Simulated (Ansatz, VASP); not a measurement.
GaAs: VASP beside Ansatz

Contents of INCAR:

```
SYSTEM = GaAs
ALGO = Normal
EDIFF = 1E-6
ENCUT = 500
GGA = PE
GGA_COMPAT = .FALSE.
ISIF = 2
ISMEAR = 0
LASPH = .TRUE.
LCHARG = .TRUE.
LELF = .TRUE.
LREAL = .FALSE.
LVHAR = .TRUE.
LWAVE = .FALSE.
NBANDS = 16
NELM = 120
PREC = Accurate
SIGMA = 0.03
```

The input KPOINTS:

```
k-points
0
G
  10 10 10
  0 0 0
```

File POSCAR:

```
GaAs
1.0
    0.0000000000      2.9445095741      2.7290576540
    2.9445095741      0.0000000000      2.7290576540
    2.9445095741      2.9445095741      0.0000000000
Ga As
1 1
Direct
    0.0000000000      0.0000000000      0.0000000000
    0.7500000000      0.7500000000      0.7500000000
```

Input for Ansatz:

```yaml
crystal:
  lattice:
    - [0.0, 2.9445095741, 2.729057654]
    - [2.9445095741, 0.0, 2.729057654]
    - [2.9445095741, 2.9445095741, 0.0]
  atoms:
    - { symbol: Ga, position: [0.0, 0.0, 0.0] }
    - { symbol: As, position: [0.75, 0.75, 0.75] }
basis:
  ecutwfc: 420
kpoints:
  mp_grid: { grid: [10, 10, 10] }
hamiltonian:
  xc: pbe
scf:
  occupations: { method: gaussian, width: 0.03 }
output:
  forces: true
  stress: true
  eigenvalues: true
```

Change from the starting cell: strain +0.025 along x and y, -0.050 along z, atoms carried along.

Alike in both runs: task single point; functional PBE; k mesh 10 × 10 × 10; occupations gaussian, width 0.03 eV; no spin polarisation.

|  | VASP | Ansatz |
| --- | --- | --- |
| version | VASP 6.6.1 | Ansatz 0.2.0 |
| potentials or method | VASP PAW PBE potentials, release 64 (Ga_d, As), cutoff 500 eV | scalar-relativistic, plane waves, PAW |
| valence electrons in the cell | 18 | 28 |

Ansatz gave:

```
gap on the k mesh at the Fermi level (eV)                     : 0.11
least direct gap on the mesh (eV)                             : 0.11
pressure (GPa)                                                : 0.1
traceless stress, the component that is largest in VASP (GPa) : 2.51
```

Estimate VASP's values.

gap on the k mesh at the Fermi level (eV): 0.11; least direct gap on the mesh (eV): 0.11; pressure (GPa): 0.2; traceless stress, the component that is largest in VASP (GPa): 2.50.

VASP's potentials hold 18 valence electrons a cell and Ansatz's 28, so a difference there can come from the potentials and not from the codes.
